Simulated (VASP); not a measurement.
# KI2 (R-3m) in VASP: notebook

The runs below take KI2 through single point, with PBE.

All numbers are computed with VASP 6.6.1; they aren't measurements. Logs are shortened: lines on timing, memory, paths and dates and some standing lists are left out, and cuts for length are marked.

## 1. The cell of the first run

Symmetry: R-3m, No. 166, trigonal system. The conventional cell has a = 4.255 Å, b = 4.255 Å, c = 23.960 Å, α = 90.00°, β = 90.00°, γ = 120.00°. K (site symmetry -3m) has 6 I at 3.11 Å within 4.1 Å. Within 4.1 Å of I (site symmetry 3m) lie 3 K at 3.11 Å.

## 2. Single point, PBE

INCAR

```
SYSTEM = KI2
  PREC = Accurate
  ENCUT = 520
  EDIFF = 1E-7
  ISMEAR = 0
  SIGMA = 0.1
  LREAL = .FALSE.
  LASPH = .TRUE.
  NELM = 80
  ALGO = Normal
  ISIF = 2
  LWAVE = .FALSE.
  LCHARG = .FALSE.
  GGA = PE
  NBANDS = 18
```

KPOINTS

```
Automatic mesh
0
G
  6 6 6
  0 0 0
```

POSCAR

```
KI2
1.0
    2.1273044600      1.2281998000      7.9867782300
   -2.1273044600      1.2281998000      7.9867782300
    0.0000000000     -2.4563996100      7.9867782300
K I
1 2
Direct
    0.0000000000      0.0000000000      0.0000000000
    0.7461233100      0.7461233100      0.7461233100
    0.2538766900      0.2538766900      0.2538766900
```

Potentials or basis: VASP PAW PBE potentials, release 64 (K_sv, I).

Run with:

```sh
> cat potpaw_PBE.64/K_sv/POTCAR potpaw_PBE.64/I/POTCAR > POTCAR
> mpirun -np 1 vasp_std > vasp.out
```

OUTCAR:

```text
SYSTEM = KI2
   PREC = Accurate
   ENCUT = 520
   EDIFF = 1E-7
   ISMEAR = 0
   LREAL = .FALSE.
   LASPH = .TRUE.
   NELM = 80
   ISIF = 2
   GGA = PE

 ion  position               nearest neighbor table
   1  0.000  0.000  0.000-   2 3.11   2 3.11   3 3.11   3 3.11   2 3.11   3 3.11
   2  0.746  0.746  0.746-   1 3.11   1 3.11   1 3.11
   3  0.254  0.254  0.254-   1 3.11   1 3.11   1 3.11

  LATTYP: Found a trigonal (rhomboedric) cell.
 ALAT       =     8.3559874048
 COS(alpha) =     0.8703735153

  Lattice vectors:

 A1 = (   2.1273044600,   1.2281998000,   7.9867782300)
 A2 = (  -2.1273044600,   1.2281998000,   7.9867782300)
 A3 = (   0.0000000000,  -2.4563996100,   7.9867782300)

Analysis of symmetry for initial positions (statically):
=====================================================================
 Subroutine PRICEL returns:
 Original cell was already a primitive cell.

 Routine SETGRP: Setting up the symmetry group for a
 trigonal (rhombohedral) supercell.

 Subroutine GETGRP returns: Found 12 space group operations
 (whereof 12 operations were pure point group operations)
 out of a pool of 12 trial point group operations.

The static configuration has the point symmetry D_3d.

Analysis of symmetry for dynamics (positions and initial velocities):
=====================================================================
 Subroutine PRICEL returns:
 Original cell was already a primitive cell.

 Routine SETGRP: Setting up the symmetry group for a
 trigonal (rhombohedral) supercell.

 Subroutine GETGRP returns: Found 12 space group operations
 (whereof 12 operations were pure point group operations)
 out of a pool of 12 trial point group operations.

The dynamic configuration has the point symmetry D_3d.

 Subroutine INISYM returns: Found 12 space group operations
 (whereof 12 operations are pure point group operations),
 and found     1 'primitive' translations

----------------------------------------------------------------------------------------

                                     Primitive cell

  volume of cell :     125.2050

  direct lattice vectors                    reciprocal lattice vectors
     2.127304460  1.228199800  7.986778230     0.235039229  0.135699962  0.041735644
    -2.127304460  1.228199800  7.986778230    -0.235039229  0.135699962  0.041735644
     0.000000000 -2.456399610  7.986778230     0.000000000 -0.271399924  0.041735644

  length of vectors
     8.355987405  8.355987405  8.355987407     0.274590209  0.274590209  0.274590209

  position of ions in fractional coordinates (direct lattice)
     0.000000000  0.000000000  0.000000000
     0.746123310  0.746123310  0.746123310
     0.253876690  0.253876690  0.253876690

  ion indices of the primitive-cell ions
   primitive index   ion index
                 1           1
                 2           2
                 3           3

----------------------------------------------------------------------------------------

 KPOINTS: Automatic mesh

Automatic generation of k-mesh.
 Grid dimensions read from file:
 generate k-points for:    6    6    6

 Generating k-lattice:

  Cartesian coordinates                     Fractional coordinates (reciprocal lattice)
     0.039173205  0.022616660  0.006955941     0.166666667 -0.000000000  0.000000000
    -0.039173205  0.022616660  0.006955941    -0.000000000  0.166666667  0.000000000
     0.000000000 -0.045233321  0.006955941     0.000000000  0.000000000  0.166666667

  Length of vectors
     0.045765035  0.045765035  0.045765035

  Shift w.r.t. Gamma in fractional coordinates (k-lattice)
     0.000000000  0.000000000  0.000000000

 Subroutine IBZKPT returns following result:
 ===========================================

 Found     32 irreducible k-points:

 Following reciprocal coordinates:
            Coordinates               Weight
  0.000000  0.000000  0.000000      1.000000
  0.166667 -0.000000  0.000000      6.000000
  0.333333  0.000000  0.000000      6.000000
  0.500000  0.000000  0.000000      3.000000
  0.166667  0.166667  0.000000      6.000000
  0.333333  0.166667 -0.000000     12.000000
[... 16 lines left out ...]
  0.500000  0.500000  0.166667      6.000000
 -0.333333  0.500000  0.166667     12.000000
 [... further k-points ...]
   k-points           NKPTS =     32   k-points in BZ     NKDIM =     32   number of bands    NBANDS=     18
   number of dos      NEDOS =    301   number of ions     NIONS =      3
   total plane-waves  NPLWV = 262144
   dimension x,y,z NGX =    64 NGY =   64 NGZ =   64
   dimension x,y,z NGXF=   128 NGYF=  128 NGZF=  128
   ions per type =               1   2
   NGX,Y,Z   is equivalent  to a cutoff of  12.73, 12.73, 12.73 a.u.
   NGXF,Y,Z  is equivalent  to a cutoff of  25.47, 25.47, 25.47 a.u.
 SYSTEM =  KI2
   PREC   = accura    normal or accurate (medium, high low for compatibility)
   ISTART =      0    job   : 0-new  1-cont  2-samecut
   ICHARG =      2    charge: 1-file 2-atom 10-const
   ISPIN  =      1    spin polarized calculation?
   LNONCOLLINEAR =      F non collinear calculations
   LSORBIT =      F    spin-orbit coupling
   LASPH  =      T    aspherical Exc in radial PAW
   ENCUT  =  520.0 eV  38.22 Ry    6.18 a.u.  15.54 15.54 15.54*2*pi/ulx,y,z
   NELM   =     80;   NELMIN=  2; NELMDL= -5     # of ELM steps
   EDIFF  = 0.1E-06   stopping-criterion for ELM
   LREAL  =      F    real-space projection
   EDIFFG = 0.1E-05   stopping-criterion for IOM
   NSW    =      0    number of steps for IOM
   IBRION =     -1    ionic relax: 0-MD 1-quasi-New 2-CG
   NFREE  =      0    steps in history (QN), initial steepest desc. (CG)
   ISIF   =      2    stress and relaxation
   ISYM   =      2    0-nonsym 1-usesym 2-fastsym
   POTIM  = 0.5000    time-step for ionic-motion
   TEBEG  =    0.0;   TEEND  =   0.0 temperature during run
   PSTRESS=    0.0 pullay stress
   NELECT =      23.0000    total number of electrons
   NUPDOWN=      -1.0000    fix difference up-down
   EMIN   =  10.00;   EMAX   =-10.00  energy-range for DOS
   EFERMI =   0.00;   METHOD = LEGACY
   ISMEAR =     0;   SIGMA  =   0.10  broadening in eV -4-tet -1-fermi 0-gaus
   EFERMI_NEDOS =   21; number of points for ismear=-14 and -15
   IALGO  =     38    algorithm
   IMIX   =      4    mixing-type and parameters
     AMIX     =   0.40;   BMIX     =  1.00
     AMIX_MAG =   1.60;   BMIX_MAG =  1.00
  volume/ion in A,a.u.               =      41.73       281.64
  Fermi-wavevector in a.u.,A,eV,Ry     =   0.930630  1.758635 11.783621  0.866072
  Thomas-Fermi vector in A             =   2.057038
   LORBIT       =      0    0 simple, 1 ext, 2 COOP (PROOUT), +10 PAW based schemes
   GGA     = PE    functional components
   LHFCALC =     F    Hartree Fock is set to
   AEXX    =    0.0000 exact exchange contribution
   IVDW    =     0    specifies the selected vdW correction
   LEPSILON=     F    determine dielectric tensor
   LRPA    =     F    only Hartree local field effects (RPA)
 non-spin polarized calculation
 Gauss-broadening in eV      SIGMA  =   0.10
  energy-cutoff  :      520.00
  volume of cell :      125.20
 maximum number of plane-waves:      3390
 NGX is ok and might be reduce to    64
   NGX = 31   NGY = 31   NGZ = 31

 number of electron      22.9999999 magnetization

 Free energy of the ion-electron system (eV)
  ---------------------------------------------------
  ext. energy  EPLUGINS =         0.00000000
  ---------------------------------------------------
  free energy    TOTEN  =        -5.29120439 eV

  energy without entropy =       -5.25547680  energy(sigma->0) =       -5.27334059

 E-fermi :   0.2638     XC(G=0):  -7.5654

 val. band max:        0.2636964868   @ k =   0.5000   0.1667   0.1667
 cond. band min:       0.2650489457   @ k =   0.3333   0.3333   0.0000
 fundamental gap:      0.0013524589
 Fermi energy:         0.2637729194

 k-point     1 :       0.0000    0.0000    0.0000
  band No.  band energies     occupation
      1     -27.6873      2.00000
      2     -11.9176      2.00000
      3     -11.2290      2.00000
      4     -11.2290      2.00000
      5     -10.8556      2.00000
      6      -9.9503      2.00000
[... 10 lines left out ...]
     17       7.6513      0.00000
     18       8.9003      0.00000

 k-point     2 :       0.1667   -0.0000    0.0000
  band No.  band energies     occupation
      1     -27.6832      2.00000
      2     -11.8187      2.00000
      3     -11.4854      2.00000
      4     -11.2427      2.00000
      5     -10.5472      2.00000
      6     -10.0199      2.00000
[... 10 lines left out ...]
     17       8.1079      0.00000
     18       8.7506      0.00000

 k-point     3 :       0.3333    0.0000    0.0000
  band No.  band energies     occupation
      1     -27.6752      2.00000
      2     -11.7916      2.00000
      3     -11.5171      2.00000
      4     -11.2698      2.00000
      5     -10.3583      2.00000
      6     -10.0272      2.00000
[... 10 lines left out ...]
     17       8.8387      0.00000
     18       9.1178      0.00000

 k-point     4 :       0.5000    0.0000    0.0000
  band No.  band energies     occupation
      1     -27.6711      2.00000
      2     -11.8801      2.00000
      3     -11.3433      2.00000
      4     -11.2833      2.00000
      5     -10.4816      2.00000
      6      -9.8925      2.00000
[... 375 lines left out ...]
      4     -11.3273      2.00000
      5     -10.2907      2.00000
      6     -10.0055      2.00000
[... 10 lines left out ...]
     17       8.8239      0.00000
     18       9.4886      0.00000

 k-point    23 :       0.5000    0.5000    0.1667
  band No.  band energies     occupation
      1     -27.6752      2.00000
      2     -11.7942      2.00000
      3     -11.5168      2.00000
      4     -11.2699      2.00000
      5     -10.3382      2.00000
      6     -10.0457      2.00000
[... 10 lines left out ...]
     17       9.0622      0.00000
     18       9.3696      0.00000

 k-point    24 :      -0.3333    0.5000    0.1667
  band No.  band energies     occupation
      1     -27.6711      2.00000
      2     -11.7957      2.00000
      3     -11.4658      2.00000
      4     -11.3273      2.00000
      5     -10.2964      2.00000
      6      -9.9985      2.00000
[... 10 lines left out ...]
     17       9.0948      0.00000
     18       9.5547      0.00000

 [... further k-points ...]

------------------------ aborting loop because EDIFF is reached ----------------------------------------

  FORCE on cell =-STRESS in cart. coord.  units (eV):
  Direction    XX          YY          ZZ          XY          YZ          ZX
  --------------------------------------------------------------------------------------
  -------------------------------------------------------------------------------------
  Total        3.7191485      3.7191485      4.7514881     -0.0000000     -0.0000000      0.0000000
  in kB       47.5918460     47.5918461     60.8021143     -0.0000000     -0.0000000      0.0000000
  external PRESSURE =      51.9952688 kB  Pullay stress =       0.0000000 kB

 VOLUME and BASIS-vectors are now :
 -----------------------------------------------------------------------------
  energy-cutoff  :      520.00
  volume of cell :      125.20
      direct lattice vectors                 reciprocal lattice vectors
     2.127304460  1.228199800  7.986778230     0.235039229  0.135699962  0.041735644
    -2.127304460  1.228199800  7.986778230    -0.235039229  0.135699962  0.041735644
     0.000000000 -2.456399610  7.986778230     0.000000000 -0.271399924  0.041735644

 POSITION                                       TOTAL-FORCE (eV/Angst)
 -----------------------------------------------------------------------------------
      0.00000      0.00000      0.00000         0.000000      0.000000      0.000000
      0.00000     -0.00000     17.87736         0.000000     -0.000000      1.273607
      0.00000     -0.00000      6.08297         0.000000      0.000000     -1.273607
 -----------------------------------------------------------------------------------
    total drift:                               -0.000000     -0.000000     -0.000000

  FREE ENERGIE OF THE ION-ELECTRON SYSTEM (eV)
  ---------------------------------------------------
  free  energy   TOTEN  =        -5.2912043864 eV

  energy  without entropy=       -5.2554768012  energy(sigma->0) =       -5.27334059
```

Run time: 3.5 min. Hardware: 1 thread of AMD EPYC 7R43 (Zen 3), shared host; peak memory 0.51 GiB.

What came out:

```
Free energy   : -5.2912 eV
Pressure      : 5.2 GPa
Largest force : 1.274 eV/Å
```

Forces in eV/Å, atoms in the order of the input:
```
K    0.000  0.000  0.000
I    0.000  0.000  1.274
I    0.000  0.000 -1.274
```

Stress tensor (GPa, compression positive):
```
4.76 0.00 0.00
0.00 4.76 0.00
0.00 0.00 6.08
```

Caveat: spin-orbit coupling is left out, which moves the levels of the heavy elements; an odd number of electrons without spin polarisation forces a metal; a magnetic or distorted state may lie lower.

## 3. Single point, PBE

This run uses another cell than the first one, of 45.99 Å³/atom, 1.102 times its volume.

INCAR

```
SYSTEM = KI2
PREC = Accurate
ENCUT = 520
EDIFF = 1E-6
ISMEAR = 0
SIGMA = 0.1
LREAL = .False.
LASPH = .True.
NELM = 60
ALGO = Normal
ISIF = 2
LWAVE = .False.
LCHARG = .False.
GGA = PE
NBANDS = 18
```

KPOINTS

```
Automatic mesh
0
Gamma
  6 6 6
  0 0 0
```

POSCAR

```
KI2
1.0
    2.0933627405      1.2086035399      9.0889029942
   -2.0933627405      1.2086035399      9.0889029942
    0.0000000000     -2.4172070854      9.0889029934
K I
1 2
Direct
    0.0000000000      0.0000000000      0.0000000000
    0.7580551680      0.7580551680      0.7580551680
    0.2419448320      0.2419448320      0.2419448320
```

Potentials or basis: VASP PAW PBE potentials, release 64 (K_sv, I).

Run with:

```sh
> cat potpaw_PBE.64/K_sv/POTCAR potpaw_PBE.64/I/POTCAR > POTCAR
> mpirun -np 1 vasp_std > vasp.out
```

Run time: 4.7 min. Hardware: 1 thread of AMD EPYC 7R43 (Zen 3), shared host; peak memory 0.61 GiB.

The run converged. Its results:

| Item | Value |
| --- | --- |
| Free energy | -6.0187 eV |
| Pressure | 0.1 GPa |
| Largest force | 0.019 eV/Å |

Forces in eV/Å, atoms in the order of the input:
```
K    0.000  0.000  0.000
I    0.000  0.000  0.019
I    0.000  0.000 -0.019
```

Stress tensor (GPa, compression positive):
```
0.00 0.00 0.00
0.00 0.00 0.00
0.00 0.00 0.26
```

Levels at points of the mesh, in eV from the Fermi level:
```tsv
k point	band 8	band 9	band 10	band 11	band 12	band 13	band 14	band 15	band 16	band 17
(0.00, 0.00, 0.00)	-0.65	0.27	0.27	0.39	0.39	3.82	6.07	6.43	7.31	7.31
(0.50, 0.00, 0.00)	-1.89	-0.93	-0.63	-0.28	-0.13	4.93	6.12	6.49	6.82	6.99
(0.50, 0.50, 0.00)	-1.85	-0.78	-0.71	-0.22	-0.20	4.69	5.61	6.00	7.49	8.02
(0.50, 0.50, 0.50)	-1.32	0.31	0.31	0.35	0.35	4.52	6.05	6.11	7.35	7.35
```

Caveat: spin-orbit coupling is left out, which moves the levels of the heavy elements; an odd number of electrons without spin polarisation forces a metal; a magnetic or distorted state may lie lower.
